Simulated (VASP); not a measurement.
# Al2B3P5 (C2) in VASP: relaxation of cell and atoms with PBE

Aim: the relaxation of cell and atoms of Al2B3P5 with PBE.

All numbers are computed with VASP 6.6.1; they aren't measurements. Logs are shortened: lines on timing, memory, paths and dates and some standing lists are left out, and cuts for length are marked.

### Step 1. The cell of the first run

The structure is monoclinic, space group C2 (No. 5). Conventional cell: a = 10.817 Å, b = 4.959 Å, c = 7.695 Å, α = 90.00°, β = 133.46°, γ = 90.00°. Al (site symmetry 1) has 4 P at 2.33 to 2.36 Å within 3.1 Å. B (site symmetry 1) has 4 P at 2.00 to 2.04 Å within 2.7 Å. Within 2.6 Å of B (site symmetry 2) lie 4 P at 2.00 to 2.04 Å. Within 2.6 Å of P (site symmetry 1) lie 2 B at 2.00 Å and 2 Al at 2.33 to 2.34 Å. Within 2.7 Å of P (site symmetry 2) lie 2 B at 2.03 Å and 2 Al at 2.33 Å. Within 2.7 Å of P (site symmetry 1) lie 3 B at 2.01 to 2.04 Å and 1 Al at 2.36 Å.

### Step 2. Relaxation of cell and atoms, PBE

INCAR reads:

```
PREC = Accurate ; ENCUT = 600
EDIFF = 1E-6 ; ISMEAR = 0
SIGMA = 0.02 ; LREAL = F
LASPH = T ; NELM = 60
ALGO = Normal ; ISIF = 3
LWAVE = F ; LCHARG = F
GGA = PE ; IBRION = 2
NSW = 100 ; EDIFFG = -0.01
```

KPOINTS reads:

```
regular mesh
0
Gamma
  6 6 6
```

POSCAR reads:

```
Al2B3P5
1.0
    5.4085254500     -2.4796853287      0.0000000000
    5.4085254500      2.4796853287      0.0000000000
   -5.2926470227      0.0000000000      5.5851889950
Al B P
2 3 5
Direct
    0.1034208675      0.5025579140      0.8968509072
    0.4974420860      0.8965791325      0.1031490928
    0.6882179638      0.0889494050      0.6824327783
    0.9110505950      0.3117820362      0.3175672217
    0.3062073591      0.6937926409      0.5000000000
    0.6195154034      0.5134105740      0.7575790522
    0.9748620126      0.0251379874      0.0000000000
    0.4865894260      0.3804845966      0.2424209478
    0.8937715521      0.7310772655      0.4316640941
    0.2689227345      0.1062284479      0.5683359059
```

Potentials or basis: VASP PAW PBE potentials, release 64 (Al, B, P).

Launch:

```console
$ cat potpaw_PBE.64/Al/POTCAR potpaw_PBE.64/B/POTCAR potpaw_PBE.64/P/POTCAR > POTCAR
$ mpirun -np 1 vasp_std > vasp.out
```

OUTCAR:

```text
PREC = Accurate
   ENCUT = 600
   EDIFF = 1E-6
   ISMEAR = 0
   LREAL = F
   LASPH = T
   NELM = 60
   ISIF = 3
   GGA = PE
   IBRION = 2
   NSW = 100
   EDIFFG = -0.01

 ion  position               nearest neighbor table
   1  0.103  0.503  0.897-   6 2.33   7 2.33   8 2.34  10 2.36
   2  0.497  0.897  0.103-   8 2.33   7 2.33   6 2.34   9 2.36
   3  0.688  0.089  0.682-   6 2.00  10 2.01   7 2.03   9 2.04
   4  0.911  0.312  0.318-   8 2.00   9 2.01   7 2.03  10 2.04
   5  0.306  0.694  0.500-   6 2.00   8 2.00   9 2.04  10 2.04
   6  0.620  0.513  0.758-   5 2.00   3 2.00   1 2.33   2 2.34
   7  0.975  0.025  0.000-   3 2.03   4 2.03   2 2.33   1 2.33
   8  0.487  0.380  0.242-   5 2.00   4 2.00   2 2.33   1 2.34
   9  0.894  0.731  0.432-   4 2.01   3 2.04   5 2.04   2 2.36
  10  0.269  0.106  0.568-   3 2.01   4 2.04   5 2.04   1 2.36

  LATTYP: Found a base centered monoclinic cell.
 ALAT       =    10.8170509000
 B/A-ratio  =     0.4584771490
 C/A-ratio  =     0.7113373824
 COS(beta)  =    -0.6878415797

  Lattice vectors:

 A1 = (   5.4085254500,  -2.4796853287,   0.0000000000)
 A2 = (   5.4085254500,   2.4796853287,   0.0000000000)
 A3 = (  -5.2926470227,   0.0000000000,   5.5851889950)

Analysis of symmetry for initial positions (statically):
=====================================================================
 Subroutine PRICEL returns:
 Original cell was already a primitive cell.

 Routine SETGRP: Setting up the symmetry group for a
 base centered monoclinic supercell.

 Subroutine GETGRP returns: Found  2 space group operations
 (whereof  2 operations were pure point group operations)
 out of a pool of  4 trial point group operations.

The static configuration has the point symmetry C_2 .

Analysis of symmetry for dynamics (positions and initial velocities):
=====================================================================
 Subroutine PRICEL returns:
 Original cell was already a primitive cell.

 Routine SETGRP: Setting up the symmetry group for a
 base centered monoclinic supercell.

 Subroutine GETGRP returns: Found  2 space group operations
 (whereof  2 operations were pure point group operations)
 out of a pool of  4 trial point group operations.

The dynamic configuration has the point symmetry C_2 .

 Subroutine INISYM returns: Found  2 space group operations
 (whereof  2 operations are pure point group operations),
 and found     1 'primitive' translations

----------------------------------------------------------------------------------------

                                     Primitive cell

  volume of cell :     149.8109

  direct lattice vectors                    reciprocal lattice vectors
     5.408525450 -2.479685329  0.000000000     0.092446639 -0.201638488  0.087604453
     5.408525450  2.479685329  0.000000000     0.092446639  0.201638488  0.087604453
    -5.292647023  0.000000000  5.585188995     0.000000000  0.000000000  0.179044971

  length of vectors
     5.949872845  5.949872845  7.694572673     0.238493189  0.238493189  0.179044971

  position of ions in fractional coordinates (direct lattice)
     0.103420867  0.502557914  0.896850907
     0.497442086  0.896579133  0.103149093
     0.688217964  0.088949405  0.682432778
     0.911050595  0.311782036  0.317567222
     0.306207359  0.693792641  0.500000000
     0.619515403  0.513410574  0.757579052
     0.974862013  0.025137987  0.000000000
     0.486589426  0.380484597  0.242420948
     0.893771552  0.731077265  0.431664094
     0.268922735  0.106228448  0.568335906

  ion indices of the primitive-cell ions
   primitive index   ion index
                 1           1
                 2           2
                 3           3
                 4           4
                 5           5
                 6           6
                 7           7
                 8           8
                 9           9
                10          10

----------------------------------------------------------------------------------------

 KPOINTS: regular mesh

Automatic generation of k-mesh.
 Grid dimensions read from file:
 generate k-points for:    6    6    6

 Generating k-lattice:

  Cartesian coordinates                     Fractional coordinates (reciprocal lattice)
     0.015407773 -0.033606415  0.014600742     0.166666667  0.000000000  0.000000000
     0.015407773  0.033606415  0.014600742     0.000000000  0.166666667  0.000000000
     0.000000000  0.000000000  0.029840828     0.000000000  0.000000000  0.166666667

  Length of vectors
     0.039748865  0.039748865  0.029840828

  Shift w.r.t. Gamma in fractional coordinates (k-lattice)
     0.000000000  0.000000000  0.000000000

 Subroutine IBZKPT returns following result:
 ===========================================

 Found     68 irreducible k-points:

 Following reciprocal coordinates:
            Coordinates               Weight
  0.000000  0.000000  0.000000      1.000000
  0.166667 -0.000000  0.000000      4.000000
  0.333333  0.000000  0.000000      4.000000
  0.500000  0.000000  0.000000      2.000000
  0.166667  0.166667  0.000000      2.000000
  0.333333  0.166667  0.000000      4.000000
[... 16 lines left out ...]
 -0.333333  0.166667  0.166667      4.000000
 -0.166667  0.166667  0.166667      4.000000
 [... further k-points ...]
   k-points           NKPTS =     68   k-points in BZ     NKDIM =     68   number of bands    NBANDS=     26
   number of dos      NEDOS =    301   number of ions     NIONS =     10
   total plane-waves  NPLWV = 147456
   dimension x,y,z NGX =    48 NGY =   48 NGZ =   64
   dimension x,y,z NGXF=    96 NGYF=   96 NGZF=  128
   ions per type =               2   3   5
   NGX,Y,Z   is equivalent  to a cutoff of  13.41, 13.41, 13.83 a.u.
   NGXF,Y,Z  is equivalent  to a cutoff of  26.82, 26.82, 27.66 a.u.
 SYSTEM =  unknown system
   PREC   = accura    normal or accurate (medium, high low for compatibility)
   ISTART =      0    job   : 0-new  1-cont  2-samecut
   ICHARG =      2    charge: 1-file 2-atom 10-const
   ISPIN  =      1    spin polarized calculation?
   LNONCOLLINEAR =      F non collinear calculations
   LSORBIT =      F    spin-orbit coupling
   LASPH  =      T    aspherical Exc in radial PAW
   ENCUT  =  600.0 eV  44.10 Ry    6.64 a.u.  11.88 11.88 15.37*2*pi/ulx,y,z
   NELM   =     60;   NELMIN=  2; NELMDL= -5     # of ELM steps
   EDIFF  = 0.1E-05   stopping-criterion for ELM
   LREAL  =      F    real-space projection
   EDIFFG = -.1E-01   stopping-criterion for IOM
   NSW    =    100    number of steps for IOM
   IBRION =      2    ionic relax: 0-MD 1-quasi-New 2-CG
   NFREE  =      1    steps in history (QN), initial steepest desc. (CG)
   ISIF   =      3    stress and relaxation
   ISYM   =      2    0-nonsym 1-usesym 2-fastsym
   POTIM  = 0.5000    time-step for ionic-motion
   TEBEG  =    0.0;   TEEND  =   0.0 temperature during run
   PSTRESS=    0.0 pullay stress
   NELECT =      40.0000    total number of electrons
   NUPDOWN=      -1.0000    fix difference up-down
   EMIN   =  10.00;   EMAX   =-10.00  energy-range for DOS
   EFERMI =   0.00;   METHOD = LEGACY
   ISMEAR =     0;   SIGMA  =   0.02  broadening in eV -4-tet -1-fermi 0-gaus
   EFERMI_NEDOS =   21; number of points for ismear=-14 and -15
   IALGO  =     38    algorithm
   IMIX   =      4    mixing-type and parameters
     AMIX     =   0.40;   BMIX     =  1.00
     AMIX_MAG =   1.60;   BMIX_MAG =  1.00
  volume/ion in A,a.u.               =      14.98       101.10
  Fermi-wavevector in a.u.,A,eV,Ry     =   1.054177  1.992107 15.120020  1.111290
  Thomas-Fermi vector in A             =   2.189328
   LORBIT       =      0    0 simple, 1 ext, 2 COOP (PROOUT), +10 PAW based schemes
   GGA     = PE    functional components
   LHFCALC =     F    Hartree Fock is set to
   AEXX    =    0.0000 exact exchange contribution
   IVDW    =     0    specifies the selected vdW correction
   LEPSILON=     F    determine dielectric tensor
   LRPA    =     F    only Hartree local field effects (RPA)
 conjugate gradient relaxation of ions
 non-spin polarized calculation
 Gauss-broadening in eV      SIGMA  =   0.02
  energy-cutoff  :      600.00
  volume of cell :      149.81
 maximum number of plane-waves:      5020
   NGX = 23   NGY = 23   NGZ = 31

--------------------------------------- Ionic step        1  -------------------------------------------

 number of electron      40.0000000 magnetization

 Free energy of the ion-electron system (eV)
  ---------------------------------------------------
  ext. energy  EPLUGINS =         0.00000000
  ---------------------------------------------------
  free energy    TOTEN  =       -57.74787066 eV

  energy without entropy =      -57.74787066  energy(sigma->0) =      -57.74787066

------------------------ aborting loop because EDIFF is reached ----------------------------------------

  FORCE on cell =-STRESS in cart. coord.  units (eV):
  Direction    XX          YY          ZZ          XY          YZ          ZX
  --------------------------------------------------------------------------------------
  -------------------------------------------------------------------------------------
  Total       -0.1000282     -0.1818102     -0.2796940      0.0000000      0.0000000      0.0851631
  in kB       -1.0697686     -1.9443991     -2.9912344      0.0000000      0.0000000      0.9107906
  external PRESSURE =      -2.0018007 kB  Pullay stress =       0.0000000 kB
[... 161 lines left out ...]
  energy  without entropy=      -57.7481724895  energy(sigma->0) =      -57.74817249

--------------------------------------- Ionic step        5  -------------------------------------------

 number of electron      40.0000000 magnetization

 Free energy of the ion-electron system (eV)
  ---------------------------------------------------
  ext. energy  EPLUGINS =         0.00000000
  ---------------------------------------------------
  free energy    TOTEN  =       -57.74820236 eV

  energy without entropy =      -57.74820236  energy(sigma->0) =      -57.74820236

 E-fermi :   6.3665     XC(G=0): -10.1385

 val. band max:        6.2562967425   @ k =   0.0000   0.0000   0.0000
 cond. band min:       7.2898544247   @ k =   0.0000   0.0000   0.5000
 fundamental gap:      1.0335576822
 Fermi energy:         6.3664761128

 k-point     1 :       0.0000    0.0000    0.0000
  band No.  band energies     occupation
      1      -7.6427      2.00000
      2      -4.5006      2.00000
      3      -4.3443      2.00000
      4      -4.0638      2.00000
      5      -4.0003      2.00000
      6      -1.0871      2.00000
[... 685 lines left out ...]
     25       9.9563      0.00000
     26      10.2918      0.00000

 [... further k-points ...]

------------------------ aborting loop because EDIFF is reached ----------------------------------------

  FORCE on cell =-STRESS in cart. coord.  units (eV):
  Direction    XX          YY          ZZ          XY          YZ          ZX
  --------------------------------------------------------------------------------------
  -------------------------------------------------------------------------------------
  Total        0.0005303      0.0124539      0.0034951      0.0000000      0.0000000      0.0105757
  in kB        0.0056812      0.1334143      0.0374417      0.0000000      0.0000000      0.1132942
  external PRESSURE =       0.0588457 kB  Pullay stress =       0.0000000 kB
[... 25 lines left out ...]
  FREE ENERGIE OF THE ION-ELECTRON SYSTEM (eV)
  ---------------------------------------------------
  free  energy   TOTEN  =       -57.7482023640 eV

  energy  without entropy=      -57.7482023640  energy(sigma->0) =      -57.74820236

 reached required accuracy - stopping structural energy minimisation
```

It took 6.2 min on 1 thread of Intel Xeon 6975P-C (Granite Rapids), shared host; peak memory 0.55 GiB.

Results:

* Free energy: -57.7482 eV
* Relaxed volume: 14.96 Å³/atom
* Relaxed cell: a = 5.948 Å, b = 5.948 Å, c = 7.687 Å, α = 128.70°, β = 128.70°, γ = 49.25°
* Space group after relaxing (to 0.1 Å): C2 (No. 5)
* Energy gained by relaxing: 0.0 meV/atom
* Ionic steps: 5
* Pressure after relaxing: 0.0 GPa
* Largest force after relaxing: 0.005 eV/Å
* Band gap on the k mesh: 1.03 eV (least direct gap 1.72 eV)

Forces on the atoms (eV/Å):
```
Al  -0.001 -0.002 -0.003
Al   0.001 -0.002  0.003
B   -0.001  0.000 -0.003
B    0.001  0.000  0.003
B    0.000  0.004  0.000
P    0.000  0.002 -0.001
P    0.000 -0.003  0.000
P    0.000  0.002  0.001
P   -0.001  0.000  0.005
P    0.001  0.000 -0.005
```

The path:
| step | energy change (eV) | largest force (eV/Å) | pressure (GPa) | volume (Å³) |
| --- | --- | --- | --- | --- |
| 1 | 0.0000 | 0.0380 | -0.20 | 149.81 |
| 2 | -0.0002 | 0.0210 | 0.13 | 149.41 |
| 3 | -0.0003 | 0.0165 | 0.02 | 149.53 |
| 4 | -0.0003 | 0.0162 | 0.02 | 149.54 |
| 5 | -0.0003 | 0.0046 | 0.01 | 149.56 |

Final structure:
```
Al B P
1.0
     5.40684   -2.47844    0.00200
     5.40684    2.47844    0.00200
    -5.28893    0.00000    5.57838
Al B P
2 3 5
Direct
  0.10355 0.50221 0.89661
  0.49779 0.89645 0.10339
  0.68805 0.08901 0.68233
  0.91099 0.31195 0.31767
  0.30601 0.69399 0.50000
  0.61948 0.51334 0.75754
  0.97482 0.02518 0.00000
  0.48666 0.38052 0.24246
  0.89368 0.73104 0.43151
  0.26896 0.10632 0.56849
```

Levels at points of the mesh, in eV from the valence-band top:
| k point | band 16 | band 17 | band 18 | band 19 | band 20 | band 21 | band 22 | band 23 | band 24 | band 25 |
| --- | --- | --- | --- | --- | --- | --- | --- | --- | --- | --- |
| (0.00, 0.00, 0.00) | -2.91 | -2.90 | -0.06 | -0.06 | 0.00 | 3.00 | 3.17 | 3.46 | 3.62 | 4.08 |
| (0.50, 0.00, 0.00) | -2.22 | -1.77 | -1.36 | -1.16 | -0.79 | 2.59 | 3.20 | 3.46 | 3.53 | 3.87 |
| (0.50, 0.50, 0.00) | -2.58 | -2.52 | -2.00 | -1.54 | -1.39 | 1.32 | 1.84 | 2.46 | 2.57 | 2.84 |
| (0.00, 0.00, 0.50) | -2.89 | -2.29 | -1.46 | -1.10 | -0.77 | 1.03 | 1.58 | 2.81 | 2.91 | 3.26 |
| (0.50, 0.00, 0.50) | -2.09 | -1.66 | -1.42 | -1.21 | -0.77 | 2.48 | 3.28 | 3.49 | 3.62 | 3.95 |
| (0.50, 0.50, 0.50) | -2.29 | -1.84 | -1.79 | -1.03 | -0.76 | 1.44 | 1.87 | 3.01 | 3.16 | 3.35 |

A k mesh can miss the band edges.
